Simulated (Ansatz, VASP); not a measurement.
As: VASP beside Ansatz

File INCAR:

```
  PREC = Accurate
  ENCUT = 500
  EDIFF = 1E-6
  ISMEAR = 1
  SIGMA = 0.03
  LREAL = F
  LASPH = T
  NELM = 120
  ALGO = Normal
  ISIF = 2
  LWAVE = F
  LCHARG = F
  NBANDS = 12
  GGA_COMPAT = F
```

The input KPOINTS:

```
regular mesh
0
Gamma
  10 10 10
```

The input POSCAR:

```
As
1.0
    1.8799878575      1.0854114956      3.3276505507
   -1.8799878575      1.0854114956      3.3276505507
    0.0000000000     -2.1708229912      3.3276505507
As
2
Direct
    0.7695128170      0.7695128170      0.7695128170
    0.2304871830      0.2304871830      0.2304871830
```

Input for Ansatz:

```yaml
crystal:
  lattice:
    - [1.8799878575, 1.0854114956, 3.3276505507]
    - [-1.8799878575, 1.0854114956, 3.3276505507]
    - [0.0, -2.1708229912, 3.3276505507]
  atoms:
    - { symbol: As, position: [0.769512817, 0.769512817, 0.769512817] }
    - { symbol: As, position: [0.230487183, 0.230487183, 0.230487183] }
hamiltonian:
  xc: lda
  pseudopotentials:
    kind: paw
    azcp:
      As: "pseudopotentials/As.paw.azcp"
basis:
  ecutwfc: 420
  fft_grid_basis: typed
kpoints:
  mp_grid: { grid: [10, 10, 10], shift: [0, 0, 0] }
magnetization:
  spin_polarized: false
scf:
  occupations: { method: methfessel_paxton, width: 0.03 }
  lower_state_search: "off"
output:
  stress: true
```

Alike in both runs: task single point; functional LDA; k mesh 10 × 10 × 10; occupations methfessel-paxton of order 1, width 0.03 eV; no spin polarisation.

```csv
,VASP,Ansatz
version,VASP 6.6.1,Ansatz 0.2.0
potentials or method,"VASP PAW LDA potentials, release 64 (As), cutoff 500 eV","plane waves (420 eV) with PAW, scalar-relativistic"
valence electrons in the cell,10,30
```

|  | VASP | Ansatz | Ansatz less VASP |
| --- | --- | --- | --- |
| pressure (GPa) | 0.5 | 0.0 | -0.46 |
| traceless stress, the component that is largest in VASP (GPa) | -0.19 | -0.08 | +0.114 |

Ansatz warns that its potentials were made for another functional, while VASP's fit it. LDA's correlation is that of Perdew and Zunger in VASP and of Perdew and Wang (1992) in Ansatz. VASP's potentials hold 10 valence electrons a cell and Ansatz's 30, so a difference there can come from the potentials and not from the codes.
